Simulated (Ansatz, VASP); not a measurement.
**Two plane-wave programs on BaZnF2**

```xyz
4
Lattice="1.8305 1.0568 6.5136 -1.8305 1.0568 6.5136 0.0000 -2.1137 6.5136" Properties=species:S:1:pos:R:3 pbc="T T T"
Ba    0.0000    0.0000    9.7704
Zn    0.0000    0.0000    0.0000
F     0.0000    0.0000    4.5667
F     0.0000    0.0000   14.9741
```

Change from the starting cell: species swapped into the RbLaS2 type (R-3m, No. 166).

Alike in both runs: task single point; functional PBE; k mesh 6 × 6 × 6; occupations gaussian, width 0.1 eV; no spin polarisation.

|  | VASP | Ansatz |
| --- | --- | --- |
| version | VASP 6.6.1 | Ansatz 0.2.0 |
| potentials or method | VASP PAW PBE potentials, release 64 (Ba_sv, Zn, F), cutoff 520 eV | scalar-relativistic, plane waves, PAW |
| valence electrons in the cell | 36 | 36 |

Ansatz gave:

| Item | Value |
| --- | --- |
| gap on the k mesh at the Fermi level (eV) | 1.47 |
| least direct gap on the mesh (eV) | 1.80 |
| pressure (GPa) | 13.9 |
| traceless stress, the component that is largest in VASP (GPa) | -6.43 |
| rms of the force components (eV/Å) | 0.136 |

Q: What did VASP give for the same quantities?

A: gap on the k mesh at the Fermi level (eV): 1.41; least direct gap on the mesh (eV): 1.73; pressure (GPa): 15.6; traceless stress, the component that is largest in VASP (GPa): -7.00; rms of the force components (eV/Å): 0.044.

Atom by atom the forces differ by 0.092 eV/Å (rms over components).

Spin-orbit coupling is off throughout.
